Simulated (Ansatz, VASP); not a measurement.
Two plane-wave programs on Al

```
Al
1.0
     2.84015    0.00000    0.00000
    -1.42008    2.45965    0.00000
     0.00000    0.00000    4.75436
Al
2
Cartesian
  1.4201 0.8199 3.5658
  0.0000 1.6398 1.1886
```

Alike in both runs: functional PBE; k mesh 12 × 12 × 8; occupations gaussian, width 0.1 eV; no spin polarisation.

Ansatz relaxed the structure, and its values are those at the end. VASP's run is a single point on that final structure, the one shown.

|  | VASP | Ansatz |
| --- | --- | --- |
| version | VASP 6.6.1 | Ansatz 0.2.0 |
| potentials or method | VASP PAW PBE potentials, release 64 (Al), cutoff 520 eV | scalar-relativistic, plane waves, PAW |
| valence electrons in the cell | 6 | 6 |

```tsv
	VASP	Ansatz	Ansatz less VASP
gap on the k mesh at the Fermi level (eV)	none	none	-
pressure (GPa)	0.0	0.0	+0.03
```

A gap of «none» marks a metal or a gap that the smearing closes.
